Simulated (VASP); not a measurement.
Runs of VASP 6.6.1 on Ca3H. The structure is that of space group Fm-3m (No. 225), or close to it. The cells are those of the table. The cell was generated, and may not be a known phase.

| task | cell | k mesh | cutoff (eV) | gap on the mesh (eV) | pressure (GPa) | relaxed volume (Å³/atom) |
| --- | --- | --- | --- | --- | --- | --- |
| relaxation of cell and atoms | relaxed from a = 5.226 Å, angles 60.0°, 4 atoms | 4 × 4 × 4 | 600 | none | 0.0 | (a) |
| single point | a = 5.864 Å, angles 60.0°, 4 atoms | 10 × 10 × 10 | 520 | none | 0.0 | - |
| single point | a = 5.828 Å, angles 60.0°, 4 atoms | 4 × 4 × 4 | 520 | none | 0.2 | - |
| relaxation of cell and atoms | relaxed from a = 5.828 Å, angles 60.0°, 4 atoms | 10 × 10 × 10 | 600 | none | 0.0 | 35.73 |

Alike in all rows: level PBE; potentials or basis VASP PAW PBE potentials, release 64 (Ca_sv, H); no spin polarisation; smearing gaussian 0.1 eV.

Question: Fill in the values left out.

Answer: (a) 35.36.

Caveats: some runs use coarse meshes; the volume moved by over 15 % at a fixed basis, so the end points are rough (at least some runs).

A gap of «none» marks levels without a gap at the run's occupations.
